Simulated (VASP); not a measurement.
# SnSe2 (P3m1) in VASP: a series of runs

Runs on SnSe2. Level: PBE. Tasks: single point.

All numbers are computed with VASP 6.6.1; they aren't measurements. Logs are shortened: lines on timing, memory, paths and dates and some standing lists are left out, and cuts for length are marked.

## 1. The cell of the first run

The structure is trigonal, space group P3m1 (No. 156). The conventional cell has a = 3.811 Å, b = 3.811 Å, c = 6.137 Å, α = 90.00°, β = 90.00°, γ = 120.00°. Within 3.5 Å of Sn (site symmetry 3m) lie 6 Se at 2.68 to 2.86 Å. Se (site symmetry 3m) has 3 Sn at 2.86 Å and 12 Se at 3.54 to 4.02 Å within 4.1 Å. Se (site symmetry 3m) has 3 Sn at 2.68 Å and 3 Se at 3.54 Å within 3.6 Å.

## 2. Single point, PBE (atom 2 (Se) moved by (+0.000, +0.300) A along [1 1 0] and z)

INCAR reads:

```
SYSTEM = SnSe2
ALGO = Normal
EDIFF = 1E-7
ENCUT = 520
GGA = PE
ISIF = 2
ISMEAR = 0
LASPH = .True.
LCHARG = .True.
LELF = .True.
LREAL = .False.
LVHAR = .True.
LWAVE = .False.
NBANDS = 20
NELM = 80
PREC = Accurate
SIGMA = 0.05
```

KPOINTS reads:

```
k-points
0
Gamma
  12 12 6
  0 0 0
```

POSCAR reads:

```
SnSe2
1.0
    3.8109987816      0.0000000000      0.0000000000
   -1.9054993908      3.3004217586      0.0000000000
    0.0000000000      0.0000000000      6.1370000000
Sn Se
1 2
Direct
    0.0000000000      0.0000000000      0.0000000000
    0.3333333333      0.6666666667      0.2988838195
    0.6666666667      0.3333333333      0.7500000000
```

Potentials or basis: VASP PAW PBE potentials, release 64 (Sn_d, Se).

Launch:

```sh
> cat potpaw_PBE.64/Sn_d/POTCAR potpaw_PBE.64/Se/POTCAR > POTCAR
> mpirun -np 1 vasp_std > vasp.out
```

OUTCAR:

```text
SYSTEM = SnSe2
   EDIFF = 1E-7
   ENCUT = 520
   GGA = PE
   ISIF = 2
   ISMEAR = 0
   LASPH = .True.
   LREAL = .False.
   NELM = 80
   PREC = Accurate

 ion  position               nearest neighbor table
   1  0.000  0.000  0.000-   3 2.68   3 2.68   3 2.68   2 2.86   2 2.86   2 2.86
   2  0.333  0.667  0.299-   1 2.86   1 2.86   1 2.86
   3  0.667  0.333  0.750-   1 2.68   1 2.68   1 2.68

  LATTYP: Found a hexagonal cell.
 ALAT       =     3.8109987816
 C/A-ratio  =     1.6103390087

  Lattice vectors:

 A1 = (   3.8109987816,   0.0000000000,   0.0000000000)
 A2 = (  -1.9054993908,   3.3004217586,   0.0000000000)
 A3 = (   0.0000000000,   0.0000000000,   6.1370000000)

Analysis of symmetry for initial positions (statically):
=====================================================================
 Subroutine PRICEL returns:
 Original cell was already a primitive cell.

 Routine SETGRP: Setting up the symmetry group for a
 hexagonal supercell.

 Subroutine GETGRP returns: Found  6 space group operations
 (whereof  6 operations were pure point group operations)
 out of a pool of 24 trial point group operations.

The static configuration has the point symmetry C_3v.

Analysis of symmetry for dynamics (positions and initial velocities):
=====================================================================
 Subroutine PRICEL returns:
 Original cell was already a primitive cell.

 Routine SETGRP: Setting up the symmetry group for a
 hexagonal supercell.

 Subroutine GETGRP returns: Found  6 space group operations
 (whereof  6 operations were pure point group operations)
 out of a pool of 24 trial point group operations.

The dynamic configuration has the point symmetry C_3v.

 Subroutine INISYM returns: Found  6 space group operations
 (whereof  6 operations are pure point group operations),
 and found     1 'primitive' translations

----------------------------------------------------------------------------------------

                                     Primitive cell

  volume of cell :      77.1906

  direct lattice vectors                    reciprocal lattice vectors
     3.810998782  0.000000000  0.000000000     0.262398405  0.151495789  0.000000000
    -1.905499391  3.300421759  0.000000000     0.000000000  0.302991579  0.000000000
[... 76 lines left out ...]
   NGXF,Y,Z  is equivalent  to a cutoff of  24.43, 24.43, 26.01 a.u.
 SYSTEM =  SnSe2
   PREC   = accura    normal or accurate (medium, high low for compatibility)
   ISTART =      0    job   : 0-new  1-cont  2-samecut
   ICHARG =      2    charge: 1-file 2-atom 10-const
   ISPIN  =      1    spin polarized calculation?
   LNONCOLLINEAR =      F non collinear calculations
   LSORBIT =      F    spin-orbit coupling
   LASPH  =      T    aspherical Exc in radial PAW
   ENCUT  =  520.0 eV  38.22 Ry    6.18 a.u.   7.09  7.09 11.41*2*pi/ulx,y,z
   NELM   =     80;   NELMIN=  2; NELMDL= -5     # of ELM steps
   EDIFF  = 0.1E-06   stopping-criterion for ELM
   LREAL  =      F    real-space projection
   EDIFFG = 0.1E-05   stopping-criterion for IOM
   NSW    =      0    number of steps for IOM
   IBRION =     -1    ionic relax: 0-MD 1-quasi-New 2-CG
   NFREE  =      0    steps in history (QN), initial steepest desc. (CG)
   ISIF   =      2    stress and relaxation
   ISYM   =      2    0-nonsym 1-usesym 2-fastsym
   POTIM  = 0.5000    time-step for ionic-motion
   TEBEG  =    0.0;   TEEND  =   0.0 temperature during run
   PSTRESS=    0.0 pullay stress
   NELECT =      26.0000    total number of electrons
   NUPDOWN=      -1.0000    fix difference up-down
   EMIN   =  10.00;   EMAX   =-10.00  energy-range for DOS
   EFERMI =   0.00;   METHOD = LEGACY
   ISMEAR =     0;   SIGMA  =   0.05  broadening in eV -4-tet -1-fermi 0-gaus
   EFERMI_NEDOS =   21; number of points for ismear=-14 and -15
   IALGO  =     38    algorithm
   IMIX   =      4    mixing-type and parameters
     AMIX     =   0.40;   BMIX     =  1.00
     AMIX_MAG =   1.60;   BMIX_MAG =  1.00
  volume/ion in A,a.u.               =      25.73       173.64
  Fermi-wavevector in a.u.,A,eV,Ry     =   1.139054  2.152501 17.652812  1.297445
  Thomas-Fermi vector in A             =   2.275758
   LORBIT       =      0    0 simple, 1 ext, 2 COOP (PROOUT), +10 PAW based schemes
   GGA     = PE    functional components
   LHFCALC =     F    Hartree Fock is set to
   AEXX    =    0.0000 exact exchange contribution
   IVDW    =     0    specifies the selected vdW correction
   LEPSILON=     F    determine dielectric tensor
   LRPA    =     F    only Hartree local field effects (RPA)
 non-spin polarized calculation
 Gauss-broadening in eV      SIGMA  =   0.05
  energy-cutoff  :      520.00
  volume of cell :       77.19
 maximum number of plane-waves:      2109
   NGX = 15   NGY = 15   NGZ = 23

 number of electron      26.0000006 magnetization

 Free energy of the ion-electron system (eV)
  ---------------------------------------------------
  ext. energy  EPLUGINS =         0.00000000
  ---------------------------------------------------
  free energy    TOTEN  =       -11.60794976 eV

  energy without entropy =      -11.60710166  energy(sigma->0) =      -11.60752571

 E-fermi :   4.5857     XC(G=0):  -9.5793

 val. band max:        4.5784429819   @ k =   0.0833   0.0000   0.3333
 cond. band min:       4.5940349005   @ k =   0.0000   0.0000   0.5000
 fundamental gap:      0.0155919185
 Fermi energy:         4.5856837868

 k-point     1 :       0.0000    0.0000    0.0000
  band No.  band energies     occupation
      1     -17.0456      2.00000
      2     -17.0456      2.00000
      3     -17.0016      2.00000
      4     -16.9923      2.00000
      5     -16.9923      2.00000
      6      -9.6220      2.00000
[... 541 lines left out ...]
     19      12.1965      0.00000
     20      13.1906      0.00000

 [... further k-points ...]
[... 5 lines left out ...]
  --------------------------------------------------------------------------------------
  -------------------------------------------------------------------------------------
  Total        1.1780236      1.1780236     -0.9421006      0.0000000     -0.0000000      0.0000000
  in kB       24.4512018     24.4512018    -19.5543552      0.0000000     -0.0000000      0.0000000
  external PRESSURE =       9.7826828 kB  Pullay stress =       0.0000000 kB

 VOLUME and BASIS-vectors are now :
 -----------------------------------------------------------------------------
  energy-cutoff  :      520.00
  volume of cell :       77.19
      direct lattice vectors                 reciprocal lattice vectors
     3.810998782  0.000000000  0.000000000     0.262398405  0.151495789  0.000000000
    -1.905499391  3.300421759  0.000000000     0.000000000  0.302991579  0.000000000
     0.000000000  0.000000000  6.137000000     0.000000000  0.000000000  0.162946065

 POSITION                                       TOTAL-FORCE (eV/Angst)
 -----------------------------------------------------------------------------------
      0.00000      0.00000      0.00000         0.000000      0.000000      1.899268
     -0.00000      2.20028      1.83425         0.000000      0.000000     -1.464487
      1.90550      1.10014      4.60275        -0.000000     -0.000000     -0.434781
 -----------------------------------------------------------------------------------
    total drift:                               -0.000000     -0.000000      0.000063

  FREE ENERGIE OF THE ION-ELECTRON SYSTEM (eV)
  ---------------------------------------------------
  free  energy   TOTEN  =       -11.6079497643 eV

  energy  without entropy=      -11.6071016565  energy(sigma->0) =      -11.60752571
```

stdout:

```text
POSCAR found type information on POSCAR SnSe
 POSCAR found :  2 types and       3 ions
 scaLAPACK will be used
 LDA part: xc-table for (Slater+PW92), standard interpolation
 POSCAR, INCAR and KPOINTS ok, starting setup
 FFT: planning ... GRIDC
 FFT: planning ... GRID_SOFT
 FFT: planning ... GRID
 WAVECAR not read
 entering main loop
```

Wall time 2.7 min (1 thread of Intel Xeon 8259CL, shared host); peak memory 0.29 GiB.

What came out:

```yaml
Free_energy: -11.6079 eV
Pressure: 1.0 GPa
Largest_force: 1.899 eV/Å
Band_gap_on_the_k_mesh: zero (bands 13 and 14 overlap by 0.08 eV)
```

Forces on the atoms (eV/Å):
```
Sn   0.000  0.000  1.899
Se   0.000  0.000 -1.464
Se   0.000  0.000 -0.435
```

Caveat: the cell differs from its parent crystal (atom 2 (Se) moved by (+0.000, +0.300) A along [1 1 0] and z); semilocal functionals underestimate gaps, so a narrow gap can read as zero; spin-orbit coupling is left out, which moves the levels of the heavy elements; forces of over 1 eV/Å act on the atoms, so gaps and moduli don't describe the material at rest.

## 3. Single point, PBE (atom 2 (Se) moved by (+0.000, -0.300) A along [1 1 0] and z)

INCAR reads:

```
SYSTEM = SnSe2
PREC     = Accurate       ! precision mode
ENCUT    = 520            ! plane-wave cutoff, eV
EDIFF    = 1E-6           ! SCF threshold, eV
ISMEAR   = 0              ! smearing method
SIGMA    = 0.05           ! smearing width, eV
LREAL    = .FALSE.        ! projectors in reciprocal space
LASPH    = .TRUE.         ! aspherical terms in the spheres
NELM     = 100            ! most SCF steps
ALGO     = Normal         ! electronic algorithm
ISIF     = 2              ! what is computed and relaxed
LWAVE    = .FALSE.        ! write WAVECAR
LCHARG   = .TRUE.         ! write CHGCAR
GGA      = PE             ! functional
LELF     = .TRUE.         ! ELF
LVHAR    = .TRUE.       
NBANDS   = 20             ! bands
```

KPOINTS reads:

```
Automatic mesh
0
G
  12 12 6
  0 0 0
```

Edit POSCAR of step 2 so:

```diff
@@ -9,3 +9,3 @@
     0.0000000000      0.0000000000      0.0000000000
-    0.3333333333      0.6666666667      0.2988838195
+    0.3333333333      0.6666666667      0.2011161805
     0.6666666667      0.3333333333      0.7500000000
```

Potentials or basis: VASP PAW PBE potentials, release 64 (Sn_d, Se).

Launch:

```sh
> cat potpaw_PBE.64/Sn_d/POTCAR potpaw_PBE.64/Se/POTCAR > POTCAR
> mpirun -np 1 vasp_std > vasp.out
```

Wall time 2.6 min (1 thread of Intel Xeon 8259CL, shared host); peak memory 0.29 GiB.

It converged, with:

* Free energy: -11.0858 eV
* Pressure: 12.9 GPa
* Largest force: 3.761 eV/Å
* Band gap on the k mesh: 0.80 eV (least direct gap 0.88 eV)

Forces in eV/Å, atoms in the order of the input:
```
Sn   0.000  0.000 -2.601
Se   0.000  0.000  3.761
Se   0.000  0.000 -1.160
```

Stress tensor (GPa, compression positive):
```
12.29  0.00  0.00
 0.00 12.29  0.00
 0.00  0.00 14.05
```

Levels at points of the mesh, in eV from the valence-band top:
| k point | band 10 | band 11 | band 12 | band 13 | band 14 | band 15 | band 16 | band 17 |
| --- | --- | --- | --- | --- | --- | --- | --- | --- |
| (0.00, 0.00, 0.00) | -1.68 | -0.43 | -0.43 | 0.00 | 0.88 | 2.63 | 4.30 | 4.30 |
| (0.50, 0.00, 0.00) | -3.57 | -2.75 | -0.92 | -0.42 | 0.84 | 3.70 | 5.90 | 6.03 |
| (0.00, 0.00, 0.50) | -1.69 | -1.69 | -0.38 | -0.38 | 1.59 | 2.91 | 4.11 | 4.11 |
| (0.50, 0.00, 0.50) | -3.50 | -2.07 | -0.90 | -0.65 | 1.03 | 4.06 | 5.46 | 6.03 |

Caveat: the cell differs from its parent crystal (atom 2 (Se) moved by (+0.000, -0.300) A along [1 1 0] and z); the cell stands under pressure; spin-orbit coupling is left out, which moves the levels of the heavy elements; this functional lacks dispersion, which binds the layers, so the pressure and a relaxed spacing across them are unreliable; forces of over 1 eV/Å act on the atoms, so gaps and moduli don't describe the material at rest. A k mesh can miss the band edges.
